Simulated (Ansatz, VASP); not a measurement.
**Sc3Ga2As in VASP and in Ansatz**

Contents of INCAR:

```
ALGO     = Fast           # electronic algorithm
EDIFF    = 1E-6           # SCF threshold, eV
ENCUT    = 520            # plane-wave cutoff, eV
GGA      = PE             # functional
ISIF     = 2              # what is computed and relaxed
ISMEAR   = 0              # smearing method
LASPH    = True           # aspherical terms in the spheres
LCHARG   = False          # write CHGCAR
LREAL    = False          # projectors in reciprocal space
LWAVE    = False          # write WAVECAR
NBANDS   = 41             # bands
NELM     = 100            # most SCF steps
PREC     = Accurate       # precision mode
SIGMA    = 0.1            # smearing width, eV
```

Contents of KPOINTS:

```
k-points
0
Gamma
  6 6 2
```

File POSCAR:

```
Sc3Ga2As
1.0
    3.2866349000      0.0000000000      0.0000000000
    0.0000000000      3.2866349000      0.0000000000
    0.0000000000      0.0000000000     10.0736430700
Sc Ga As
3 2 1
Direct
    0.5000000000      0.5000000000      0.1817286000
    0.5000000000      0.5000000000      0.5000000000
    0.5000000000      0.5000000000      0.8182714000
    0.0000000000      0.0000000000      0.3392778000
    0.0000000000      0.0000000000      0.6607222000
    0.0000000000      0.0000000000      0.0000000000
```

Input for Ansatz:

```yaml
crystal:
  lattice:
    - [3.2866349, 0.0, 0.0]
    - [0.0, 3.2866349, 0.0]
    - [0.0, 0.0, 10.07364307]
  atoms:
    - { symbol: Sc, position: [0.5, 0.5, 0.1817286] }
    - { symbol: Sc, position: [0.5, 0.5, 0.5] }
    - { symbol: Sc, position: [0.5, 0.5, 0.8182714] }
    - { symbol: Ga, position: [0.0, 0.0, 0.3392778] }
    - { symbol: Ga, position: [0.0, 0.0, 0.6607222] }
    - { symbol: As, position: [0.0, 0.0, 0.0] }
basis:
  ecutwfc: 420
kpoints:
  mp_grid: { grid: [6, 6, 2] }
hamiltonian:
  xc: pbe
scf:
  occupations: { method: gaussian, width: 0.1 }
  lower_state_search: "off"
output:
  forces: true
  stress: true
  eigenvalues: true
```

Change from the starting cell: species swapped into the Mg3HgAu2 type (P4/mmm, No. 123).

Alike in both runs: task single point; functional PBE; k mesh 6 × 6 × 2; occupations gaussian, width 0.1 eV; no spin polarisation.

|  | VASP | Ansatz |
| --- | --- | --- |
| version | VASP 6.6.1 | Ansatz 0.2.0 |
| potentials or method | VASP PAW PBE potentials, release 64 (Sc_sv, Ga_d, As), cutoff 520 eV | scalar-relativistic, plane waves, PAW |
| valence electrons in the cell | 64 | 74 |

|  | VASP | Ansatz | Ansatz less VASP |
| --- | --- | --- | --- |
| gap on the k mesh at the Fermi level (eV) | none | none | - |
| pressure (GPa) | 6.5 | 6.2 | -0.22 |
| traceless stress, the component that is largest in VASP (GPa) | -0.70 | -0.72 | -0.017 |
| rms of the force components (eV/Å) | 0.424 | 0.424 | +0.0001 |

Atom by atom the forces differ by 0.000 eV/Å (rms over components). A gap of «none» marks a metal or a gap that the smearing closes. With one functional, cell and mesh, what is left measures potentials, basis and numerics. VASP's potentials hold 64 valence electrons a cell and Ansatz's 74, so a difference there can come from the potentials and not from the codes.
